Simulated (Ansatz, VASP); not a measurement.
PbSe in VASP and in Ansatz

File INCAR:

```
PREC = Accurate ; ENCUT = 500
EDIFF = 1E-6 ; ISMEAR = 0
SIGMA = 0.05 ; LREAL = F
LASPH = T ; NELM = 120
ALGO = Normal ; ISIF = 2
LWAVE = F ; LCHARG = F
GGA = RE ; IVDW = 13
NBANDS = 17 ; GGA_COMPAT = F
```

The input KPOINTS:

```
regular mesh
0
Gamma
  6 6 6
```

File POSCAR:

```
PbSe
1.0
    0.0000000000      3.1065788310      3.1065788310
    3.1065788310      0.0000000000      3.1065788310
    3.1065788310      3.1065788310      0.0000000000
Pb Se
1 1
Direct
    0.5000000000      0.5000000000      0.5000000000
    0.0000000000      0.0000000000      0.0000000000
```

Input for Ansatz:

```yaml
crystal:
  lattice:
    - [0.0, 3.106578831, 3.106578831]
    - [3.106578831, 0.0, 3.106578831]
    - [3.106578831, 3.106578831, 0.0]
  atoms:
    - { symbol: Pb, position: [0.5, 0.5, 0.5] }
    - { symbol: Se, position: [0.0, 0.0, 0.0] }
basis:
  ecutwfc: 420
  ecutrho_ratio: 4
kpoints:
  mp_grid: { grid: [6, 6, 6] }
hamiltonian:
  xc: revpbe
  dispersion: d4
scf:
  occupations: { method: gaussian, width: 0.05 }
output:
  forces: true
  stress: true
  eigenvalues: true
```

Alike in both runs: task single point; functional revPBE; dispersion D4; k mesh 6 × 6 × 6; occupations gaussian, width 0.05 eV; no spin polarisation.

|  | VASP | Ansatz |
| --- | --- | --- |
| version | VASP 6.6.1 | Ansatz 0.2.0 |
| potentials or method | VASP PAW PBE potentials, release 64 (Pb_d, Se), cutoff 500 eV | scalar-relativistic, plane waves, PAW |
| valence electrons in the cell | 20 | 30 |

```csv
,VASP,Ansatz,Ansatz less VASP
gap on the k mesh at the Fermi level (eV),0.50,0.49,-0.005
least direct gap on the mesh (eV),0.50,0.49,-0.005
pressure (GPa),-1.1,-1.1,+0.02
```

VASP's potentials were made for PBE, not for revPBE. VASP's potentials hold 20 valence electrons a cell and Ansatz's 30, so a difference there can come from the potentials and not from the codes. Ansatz's warnings: dispersion switch in reach.

Neither program's run includes spin-orbit coupling.
